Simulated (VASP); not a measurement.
Input of a VASP 6.6.1 run:

Contents of INCAR:

```
PREC     = Accurate       # precision mode
ENCUT    = 520            # plane-wave cutoff, eV
EDIFF    = 1E-6           # SCF threshold, eV
ISMEAR   = 0              # smearing method
SIGMA    = 0.1            # smearing width, eV
LREAL    = False          # projectors in reciprocal space
LASPH    = True           # aspherical terms in the spheres
NELM     = 100            # most SCF steps
ALGO     = Normal         # electronic algorithm
ISIF     = 2              # what is computed and relaxed
LWAVE    = False          # write WAVECAR
LCHARG   = True           # write CHGCAR
GGA      = PE             # functional
LELF     = True           # ELF
LVHAR    = True         
NBANDS   = 50             # bands
```

Contents of KPOINTS:

```
Automatic mesh
0
Gamma
  12 12 6
```

File POSCAR:

```
CrGe4Mo
1.0
    3.2225419514      0.0000000000      0.0000000000
    0.0000000000      3.2225419514      0.0000000000
    0.0000000000      0.0000000000      8.0058936776
Cr Ge Mo
1 4 1
Direct
    0.0000000000      0.0000000000      0.0000000000
    0.0000000000      0.0000000000      0.6678303663
    0.5000000000      0.5000000000      0.1565958446
    0.0000000000      0.0000000000      0.3321696337
    0.5000000000      0.5000000000      0.8434041554
    0.5000000000      0.5000000000      0.5000000000
```

Potentials or basis: VASP PAW PBE potentials, release 64 (Cr_pv, Ge_d, Mo_sv).

Launch:

```sh
$ cat potpaw_PBE.64/Cr_pv/POTCAR potpaw_PBE.64/Ge_d/POTCAR potpaw_PBE.64/Mo_sv/POTCAR > POTCAR
$ mpirun -np 1 vasp_std > vasp.out
```

(1) Predict the pressure.

(2) What does it give for the band gap on the k mesh?

(3) What does it give for the largest force?

Answers

(1) 11.2 GPa.

(2) zero (band 41 reaches 11.36 eV, above the bottom of band 42 at 10.52 eV).

(3) 0.014 eV/Å.
